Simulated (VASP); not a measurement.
# LiCl: single point with PBE-based screened hybrid with 50 % exact exchange

The system is LiCl.

```xyz
2
Lattice="0.0000 2.5648 2.5648 2.5648 0.0000 2.5648 2.5648 2.5648 0.0000" Properties=species:S:1:pos:R:3 pbc="T T T"
Cl    2.5648    2.5648    2.5648
Li    0.0000    0.0000    0.0000
```

```
Program             : VASP 6.6.1
Task                : single point
Functional          : PBE-based screened hybrid with 50 % exact exchange
Potentials or basis : VASP PAW PBE potentials, release 64 (Cl, Li_sv)
Cutoff              : 520 eV
k mesh              : 5 × 5 × 5
Occupations         : fermi-dirac, width 0.05 eV
Spin                : no spin polarisation
```

```
Band gap on the k mesh : 9.15 eV
```

Levels at points of the mesh, in eV from the valence-band top:
| k point | band 1 | band 2 | band 3 | band 4 | band 5 | band 6 | band 7 | band 8 | band 9 | band 10 |
| --- | --- | --- | --- | --- | --- | --- | --- | --- | --- | --- |
| (0.00, 0.00, 0.00) | -49.02 | -15.91 | 0.00 | 0.00 | 0.00 | 9.15 | 15.01 | 15.01 | 15.01 | 17.93 |

It took 8.9 min on 1 thread of Intel Xeon 8259CL, on a shared host, peak memory 0.26 GiB.

Caveat: the k points lie up to 0.42 Å⁻¹ apart.
